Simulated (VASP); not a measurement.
A run of VASP 6.6.1 is set up as follows.

POSCAR

```
C
1.0
    0.0000000000      1.7250501428      1.7250501428
    1.7250501428      0.0000000000      1.7250501428
    1.7250501428      1.7250501428      0.0000000000
C
2
Direct
    0.0000000000      0.0000000000      0.0000000000
    0.2500000000      0.2500000000      0.2500000000
```

INCAR.step1

```
  PREC = Accurate
  ENCUT = 520
  ISMEAR = 0
  SIGMA = 0.02
  LREAL = False
  LASPH = True
  NELM = 100
  NBANDS = 11
  GGA = PE
  ALGO = Normal
  EDIFF = 1E-4
  LWAVE = True
  LCHARG = False
```

Contents of INCAR.step2:

```
  PREC = Accurate
  ENCUT = 520
  EDIFF = 1E-7
  ISMEAR = 0
  SIGMA = 0.02
  LREAL = False
  LASPH = True
  NELM = 100
  ALGO = Normal
  ISIF = 2
  LWAVE = False
  LCHARG = False
  METAGGA = R2SCAN
  LMIXTAU = True
  NBANDS = 11
  ISTART = 1
```

File KPOINTS:

```
regular mesh
0
Gamma
  12 12 12
```

Potentials or basis: VASP PAW PBE potentials, release 64 (C).

The run is started by

```console
$ cat potpaw_PBE.64/C/POTCAR > POTCAR
$ cp INCAR.step1 INCAR
$ mpirun -np 1 vasp_std > vasp.out
$ cp INCAR.step2 INCAR
$ mpirun -np 1 vasp_std > vasp.out
```

(1) Estimate the pressure.

(2) Estimate the band gap on the k mesh.

## Answers

(1) 52.0 GPa.

(2) 4.58 eV, indirect (least direct gap 6.11 eV).

Caveat: the PAW data sets were made with another functional, which shifts forces and pressure a little.
